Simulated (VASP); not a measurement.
SiO, 2 atoms in the cell. The structure is cubic, space group F-43m (No. 216). The conventional cell has a = 4.867 Å, b = 4.867 Å, c = 4.867 Å, α = 90.00°, β = 90.00°, γ = 90.00°. Within 2.8 Å of Si (site symmetry -43m) lie 4 O at 2.11 Å. Within 2.8 Å of O (site symmetry -43m) lie 4 Si at 2.11 Å. 

```yaml
Program: VASP 6.6.1
Task: single point
Functional: PBE-based screened hybrid with 25 % exact exchange
Potentials_or_basis: VASP PAW PBE potentials, release 64 (Si, O)
Cutoff: 520 eV
k_mesh: 5 × 5 × 5
Occupations: fermi-dirac, width 0.05 eV
Spin: no spin polarisation
Dipole_correction: no
Grid_for_exact_exchange_PRECFOCK: Normal
Share_of_exact_exchange: 0.25
Further_INCAR_settings: ALGO = Normal; EDIFF = 1e-07; NBANDS = 12
Screening_parameter: 0.20787 1/Å
```

Potentials or basis: VASP PAW PBE potentials, release 64 (Si, O).

Run with:

```console
$ cat potpaw_PBE.64/Si/POTCAR potpaw_PBE.64/O/POTCAR > POTCAR
$ cp INCAR.step1 INCAR
$ mpirun -np 1 vasp_std > vasp.out
$ cp INCAR.step2 INCAR
$ mpirun -np 1 vasp_std > vasp.out
```

Hardware: 1 thread of Intel(R) Xeon(R) Platinum 8259CL CPU @ 2.50GHz (Skylake/Cascade Lake) (shared host).

Task: Estimate the wall time of this run.

Result: Wall time 4.6 min on 1 thread of Intel(R) Xeon(R) Platinum 8259CL CPU @ 2.50GHz (Skylake/Cascade Lake), on a shared host, peak memory 0.25 GiB. Counts: k points 10.
